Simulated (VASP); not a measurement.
The system is GaAs.

```
Ga As
1.0
    -2.28055    2.28055    2.70359
     2.28055   -2.28055    2.70359
     2.28055    2.28055   -2.70359
Ga As
1 1
Direct
  0.00000 0.00000 0.00000
  0.50000 0.50000 0.00000
```

```yaml
Program: VASP 6.6.1
Task: relaxation of cell and atoms
Functional: PBE
Potentials_or_basis: VASP PAW PBE potentials, release 64 (Ga_d, As)
Cutoff: 600 eV
k_mesh: 6 × 6 × 6
Occupations: gaussian, width 0.1 eV
Spin: no spin polarisation
```

At the start: pressure -8.8 GPa; volume 28.12 Å³/atom.

How do energy, volume and symmetry change on relaxing?

Over 12 steps the energy falls by 400.5 meV/atom and the volume is 19.69 Å³/atom (-30.0 %); space group Fm-3m (No. 225, to 0.05 Å).

The path:
| step | energy change (eV) | largest force (eV/Å) | pressure (GPa) | volume (Å³) |
| --- | --- | --- | --- | --- |
| 1 | 0.0000 | 0.0000 | -8.83 | 56.24 |
| 2 | -0.5475 | 0.0000 | -3.69 | 44.54 |
| 3 | -0.6083 | 0.0000 | 0.13 | 41.23 |
| 4 | -0.7753 | 0.0000 | 4.00 | 37.29 |
| 5 | -0.7804 | 0.0000 | 3.08 | 37.78 |
| 6 | -0.7974 | 0.0000 | -1.00 | 39.96 |
| 7 | -0.7990 | 0.0000 | -0.18 | 39.47 |
| 8 | -0.7999 | 0.0000 | -0.06 | 39.36 |
| 9 | -0.8007 | 0.0000 | 0.16 | 39.21 |
| 10 | -0.7997 | 0.0000 | 0.82 | 38.88 |
| 11 | -0.8008 | 0.0000 | 0.30 | 39.14 |
| 12 | -0.8010 | 0.0000 | -0.17 | 39.38 |

Final structure:
```
Ga As
1.0
    -1.90951    1.90951    2.70019
     1.90951   -1.90951    2.70019
     1.90951    1.90951   -2.70019
Ga As
1 1
Direct
  0.00000 0.00000 0.00000
  0.50000 0.50000 0.00000
```

Caveat: the volume moved by over 15 % at a fixed basis, so the end points are rough.
